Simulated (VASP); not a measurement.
Runs of VASP 6.6.1 on MgS. The structure is that of space group Fm-3m (No. 225), or close to it. The cells are those of the table. 

| task | cell | gap on the mesh (eV) | pressure (GPa) |
| --- | --- | --- | --- |
| electric field gradients | a = 3.698 Å, angles 59.3°, 2 atoms | 2.51 | -3.8 |
| electric field gradients | a = 3.630 Å, angles 60.0°, 2 atoms | 2.64 | -0.8 |
| electric field gradients | a = 3.728 Å, angles 60.0°, 2 atoms | (b) | -6.3 |
| electric field gradients | a = 3.661, b = 3.661, c = 3.679 Å, angles 59.8, 59.8, 60.3°, 2 atoms | (c) | -3.1 |
| single point | a = 3.735 Å, angles 58.0°, 2 atoms | 2.38 | -3.8 |
| electric field gradients | a = 3.643, b = 3.643, c = 3.679 Å, angles 59.7, 59.7, 60.7°, 2 atoms | 2.50 | (a) |
| electric field gradients | a = 3.667 Å, angles 60.0°, 2 atoms | 2.58 | -3.1 |
| single point | a = 3.667 Å, angles 60.0°, 2 atoms | 2.58 | -3.1 |

Alike in all rows: level LDA; potentials or basis VASP PAW LDA potentials, release 64 (Mg, S); no spin polarisation; k mesh 8 × 8 × 8; cutoff (eV) 520; smearing fermi-dirac 0.01 eV.

Estimate the missing entries.

(a) -2.3; (b) 2.47; (c) 2.53.

A k mesh can miss the band edges.
